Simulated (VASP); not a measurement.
# Ga (Im-3m) in VASP: notebook, part 2 of 2

VASP 6.6.1.

## (3) Single point, PBE

INCAR

```
PREC = Accurate ; ENCUT = 520
EDIFF = 1E-7 ; ISMEAR = -1
SIGMA = 0.05 ; LREAL = F
LASPH = T ; NELM = 60
ALGO = Normal ; ISIF = 2
LWAVE = F ; LCHARG = T
GGA = PE ; LELF = T
LVHAR = T ; NBANDS = 12
```

KPOINTS

```
regular mesh
0
Gamma
  21 21 21
```

POSCAR

```
Ga
1.0
   -1.2645968566      1.2645968566      1.2645968566
    1.2645968566     -1.2645968566      1.2645968566
    1.2645968566      1.2645968566     -1.2645968566
Ga
1
Direct
    0.0000000000      0.0000000000      0.0000000000
```

Potentials or basis: VASP PAW PBE potentials, release 64 (Ga_d).

The run is started by

```
$ cat potpaw_PBE.64/Ga_d/POTCAR > POTCAR
$ mpirun -np 1 vasp_std > vasp.out
```

OUTCAR:

```text
PREC = Accurate
   ENCUT = 520
   EDIFF = 1E-7
   ISMEAR = -1
   LREAL = F
   LASPH = T
   NELM = 60
   ISIF = 2
   GGA = PE

 ion  position               nearest neighbor table
   1  0.000  0.000  0.000-

  LATTYP: Found a body centered cubic cell.
 ALAT       =     2.5291937132

  Lattice vectors:

 A1 = (  -1.2645968566,   1.2645968566,   1.2645968566)
 A2 = (   1.2645968566,  -1.2645968566,   1.2645968566)
 A3 = (   1.2645968566,   1.2645968566,  -1.2645968566)

Analysis of symmetry for initial positions (statically):
=====================================================================
 Subroutine PRICEL returns:
 Original cell was already a primitive cell.

 Routine SETGRP: Setting up the symmetry group for a
 body centered cubic supercell.

 Subroutine GETGRP returns: Found 48 space group operations
 (whereof 48 operations were pure point group operations)
 out of a pool of 48 trial point group operations.

The static configuration has the point symmetry O_h .

Analysis of symmetry for dynamics (positions and initial velocities):
=====================================================================
 Subroutine PRICEL returns:
[... 159 lines left out ...]
 Fermi energy:        18.2964448588

 k-point     1 :       0.0000    0.0000    0.0000
  band No.  band energies     occupation
      1      -2.8216      2.00000
      2       0.0587      2.00000
      3       0.0587      2.00000
      4       0.0587      2.00000
      5       1.1742      2.00000
      6       1.1742      2.00000
      7      40.9453      0.00000
      8      40.9453      0.00000
      9      40.9453      0.00000
     10      45.7903      0.00000
     11      45.7903      0.00000
     12      45.7903      0.00000
[... 331 lines left out ...]
 k-point    24 :       0.1905    0.0952    0.0000
  band No.  band energies     occupation
      1      -0.7537      2.00000
      2      -0.2163      2.00000
      3       0.3317      2.00000
      4       0.9683      2.00000
      5       1.1621      2.00000
      6       1.6615      2.00000
      7      26.9760      0.00000
      8      31.1899      0.00000
      9      35.2419      0.00000
     10      39.8277      0.00000
     11      44.0795      0.00000
     12      45.3191      0.00000

 [... further k-points ...]
[... 5 lines left out ...]
  --------------------------------------------------------------------------------------
  -------------------------------------------------------------------------------------
  Total       16.8382383     16.8382383     16.8382383      0.0000000      0.0000000     -0.0000000
  in kB     3334.9624491   3334.9624491   3334.9624491      0.0000000      0.0000000     -0.0000000
  external PRESSURE =    3334.9624491 kB  Pullay stress =       0.0000000 kB

 VOLUME and BASIS-vectors are now :
 -----------------------------------------------------------------------------
  energy-cutoff  :      520.00
  volume of cell :        8.09
      direct lattice vectors                 reciprocal lattice vectors
    -1.264596857  1.264596857  1.264596857     0.000000000  0.395382922  0.395382922
     1.264596857 -1.264596857  1.264596857     0.395382922  0.000000000  0.395382922
     1.264596857  1.264596857 -1.264596857     0.395382922  0.395382922  0.000000000

 POSITION                                       TOTAL-FORCE (eV/Angst)
 -----------------------------------------------------------------------------------
      0.00000      0.00000      0.00000        -0.000000      0.000000     -0.000000
 -----------------------------------------------------------------------------------
    total drift:                                0.000000      0.000000     -0.000000

  FREE ENERGIE OF THE ION-ELECTRON SYSTEM (eV)
  ---------------------------------------------------
  free  energy   TOTEN  =         2.2143171772 eV

  energy  without entropy=        2.2162875770  energy(sigma->0) =        2.21530238
```

OSZICAR:

```text
N       E                     dE             d eps       ncg     rms          rms(c)
DAV:   1     0.387707540920E+02    0.38771E+02   -0.62482E+03  8484   0.230E+03
DAV:   2     0.301536655687E+01   -0.35755E+02   -0.34076E+02  7116   0.246E+02
DAV:   3     0.206427909685E+01   -0.95109E+00   -0.94719E+00  7812   0.360E+01
DAV:   4     0.206040959483E+01   -0.38695E-02   -0.38692E-02  7672   0.222E+00
DAV:   5     0.206038849319E+01   -0.21102E-04   -0.21101E-04  7792   0.159E-01    0.270E+00
DAV:   6     0.213633374556E+01    0.75945E-01   -0.53060E-02  8024   0.792E+00    0.146E+00
DAV:   7     0.221109263708E+01    0.74759E-01   -0.33668E-02  8064   0.536E+00    0.158E-01
DAV:   8     0.221432822723E+01    0.32356E-02   -0.39209E-03  8536   0.164E+00    0.217E-02
DAV:   9     0.221431839027E+01   -0.98370E-05   -0.78164E-05  9372   0.186E-01    0.119E-02
DAV:  10     0.221431722536E+01   -0.11649E-05   -0.19474E-06  8316   0.207E-02    0.295E-03
DAV:  11     0.221431727598E+01    0.50619E-07   -0.13610E-06  7888   0.371E-02    0.398E-04
DAV:  12     0.221431716143E+01   -0.11455E-06   -0.29810E-08  5000   0.528E-03    0.634E-05
DAV:  13     0.221431717721E+01    0.15779E-07   -0.29390E-09  3840   0.891E-04
   1 F= 0.22143172E+01 E0= 0.22153024E+01  d E =-.197040E-02
```

Wall time 34 s (1 thread of Intel Xeon 8259CL, shared host); peak memory 0.14 GiB.

What came out:

| Item | Value |
| --- | --- |
| Free energy | 2.2143 eV |
| Pressure | 333.5 GPa |
| Band gap on the k mesh | zero (an odd number of electrons rules out a gap without spin polarisation) |

Levels at points of the mesh, in eV from the Fermi level:
| k point | band 3 | band 4 | band 5 | band 6 | band 7 | band 8 | band 9 | band 10 |
| --- | --- | --- | --- | --- | --- | --- | --- | --- |
| (0.00, 0.00, 0.00) | -18.24 | -18.24 | -17.12 | -17.12 | 22.65 | 22.65 | 22.65 | 27.49 |

Caveat: the cell stands under pressure.

## (4) Single point, PBE

INCAR

```
SYSTEM = Ga
  PREC = Accurate
  ENCUT = 520
  EDIFF = 1E-6
  ISMEAR = -1
  SIGMA = 0.05
  LREAL = .False.
  LASPH = .True.
  NELM = 60
  ALGO = Normal
  ISIF = 2
  LWAVE = .False.
  LCHARG = .False.
  GGA = PE
  NBANDS = 12
```

KPOINTS

```
Automatic mesh
0
Gamma
  21 21 21
  0 0 0
```

POSCAR

```
Ga
1.0
   -1.2646764524      1.2646764524      1.2646764524
    1.2646764524     -1.2646764524      1.2646764524
    1.2646764524      1.2646764524     -1.2646764524
Ga
1
Direct
    0.0000000000      0.0000000000      0.0000000000
```

The run is started by

```
$ cat potpaw_PBE.64/Ga_d/POTCAR > POTCAR
$ mpirun -np 1 vasp_std > vasp.out
```

Run time: 33 s. Hardware: 1 thread of Intel Xeon 8259CL, shared host; peak memory 0.14 GiB.

The run converged. Its results:

| Quantity | Value |
| --- | --- |
| Free energy | 2.2111 eV |
| Pressure | 333.5 GPa |
| Band gap on the k mesh | zero (an odd number of electrons rules out a gap without spin polarisation) |

Levels at points of the mesh, in eV from the Fermi level:
| k point | band 2 | band 3 | band 4 | band 5 | band 6 | band 7 | band 8 | band 9 | band 10 | band 11 |
| --- | --- | --- | --- | --- | --- | --- | --- | --- | --- | --- |
| (0.00, 0.00, 0.00) | -18.24 | -18.24 | -18.24 | -17.12 | -17.12 | 22.65 | 22.65 | 22.65 | 27.49 | 27.49 |

Caveat: the cell stands under pressure.

## (5) Single point, PBE

This run uses another cell than the first one, of 19.19 Å³/atom.

INCAR

```
ALGO     = Normal         # electronic algorithm
EDIFF    = 1E-6           # SCF threshold, eV
ENCUT    = 520            # plane-wave cutoff, eV
GGA      = PE             # functional
ISIF     = 2              # what is computed and relaxed
ISMEAR   = -1             # smearing method
LASPH    = T              # aspherical terms in the spheres
LCHARG   = T              # write CHGCAR
LELF     = T              # ELF
LREAL    = F              # projectors in reciprocal space
LVHAR    = T            
LWAVE    = F              # write WAVECAR
NBANDS   = 12             # bands
NELM     = 60             # most SCF steps
PREC     = Accurate       # precision mode
SIGMA    = 0.05           # smearing width, eV
```

KPOINTS

```
k-points
0
Gamma
  21 21 21
```

POSCAR

```
Ga
1.0
   -1.6865655402      1.6865655402      1.6865655402
    1.6865655402     -1.6865655402      1.6865655402
    1.6865655402      1.6865655402     -1.6865655402
Ga
1
Direct
    0.0000000000      0.0000000000      0.0000000000
```

Potentials or basis: VASP PAW PBE potentials, release 64 (Ga_d).

The run is started by

```
$ cat potpaw_PBE.64/Ga_d/POTCAR > POTCAR
$ mpirun -np 1 vasp_std > vasp.out
```

OUTCAR:

```text
EDIFF = 1E-6
   ENCUT = 520
   GGA = PE
   ISIF = 2
   ISMEAR = -1
   LASPH = T
   LREAL = F
   NELM = 60
   PREC = Accurate

 ion  position               nearest neighbor table
   1  0.000  0.000  0.000-

  LATTYP: Found a body centered cubic cell.
 ALAT       =     3.3731310804

  Lattice vectors:

 A1 = (  -1.6865655402,   1.6865655402,   1.6865655402)
 A2 = (   1.6865655402,  -1.6865655402,   1.6865655402)
 A3 = (   1.6865655402,   1.6865655402,  -1.6865655402)

[... 528 lines left out ...]
      3      -9.3782      2.00000
      4      -9.3624      2.00000
      5      -9.3345      2.00000
      6      -3.7855      2.00000
      7      10.2058      0.00000
      8      12.7738      0.00000
      9      15.0227      0.00000
     10      18.9313      0.00000
     11      20.1697      0.00000
     12      22.1211      0.00000

 [... further k-points ...]
[... 5 lines left out ...]
  --------------------------------------------------------------------------------------
  -------------------------------------------------------------------------------------
  Total        0.0077668      0.0077668      0.0077668      0.0000000      0.0000000      0.0000000
  in kB        0.6484579      0.6484579      0.6484579      0.0000000      0.0000000      0.0000000
  external PRESSURE =       0.6484579 kB  Pullay stress =       0.0000000 kB

 VOLUME and BASIS-vectors are now :
 -----------------------------------------------------------------------------
  energy-cutoff  :      520.00
  volume of cell :       19.19
      direct lattice vectors                 reciprocal lattice vectors
    -1.686565540  1.686565540  1.686565540     0.000000000  0.296460462  0.296460462
     1.686565540 -1.686565540  1.686565540     0.296460462  0.000000000  0.296460462
     1.686565540  1.686565540 -1.686565540     0.296460462  0.296460462  0.000000000

 POSITION                                       TOTAL-FORCE (eV/Angst)
 -----------------------------------------------------------------------------------
      0.00000      0.00000      0.00000        -0.000000      0.000000      0.000000
 -----------------------------------------------------------------------------------
    total drift:                                0.000000      0.000000     -0.000000

  FREE ENERGIE OF THE ION-ELECTRON SYSTEM (eV)
  ---------------------------------------------------
  free  energy   TOTEN  =        -2.8745331150 eV

  energy  without entropy=       -2.8717132782  energy(sigma->0) =       -2.87312320
```

stdout:

```text
POSCAR found type information on POSCAR Ga
 POSCAR found :  1 types and       1 ions
 scaLAPACK will be used
 LDA part: xc-table for (Slater+PW92), standard interpolation
 POSCAR, INCAR and KPOINTS ok, starting setup
 FFT: planning ... GRIDC
 FFT: planning ... GRID_SOFT
 FFT: planning ... GRID
 WAVECAR not read
 entering main loop
```

Run time: 71 s. Hardware: 1 thread of Intel Xeon 8259CL, shared host; peak memory 0.18 GiB.

What came out:

```
Free energy            : -2.8745 eV
Pressure               : 0.1 GPa
Band gap on the k mesh : zero (an odd number of electrons rules out a gap without spin polarisation)
```

Levels at points of the mesh, in eV from the Fermi level:
| k point | band 2 | band 3 | band 4 | band 5 | band 6 | band 7 | band 8 | band 9 | band 10 | band 11 |
| --- | --- | --- | --- | --- | --- | --- | --- | --- | --- | --- |
| (0.00, 0.00, 0.00) | -14.92 | -14.92 | -14.74 | -14.74 | -10.91 | 12.37 | 12.37 | 12.37 | 17.00 | 17.00 |

## (6) Overview

| cell | cutoff (eV) | gap on the mesh (eV) | pressure (GPa) |
| --- | --- | --- | --- |
| a = 2.189 Å, angles 109.5°, 1 atom | 500 | none | 335.2 |
| a = 2.190 Å, angles 109.5°, 1 atom | 520 | none | 333.5 |
| a = 2.921 Å, angles 109.5°, 1 atom | 520 | none | 0.1 |

Alike in all rows: task single point; level PBE; potentials or basis VASP PAW PBE potentials, release 64 (Ga_d); no spin polarisation; k mesh 21 × 21 × 21; smearing fermi-dirac 0.05 eV.

Caveats: the cell stands under pressure (at least some runs).

Absolute energies hang on the potentials; compare differences alone.
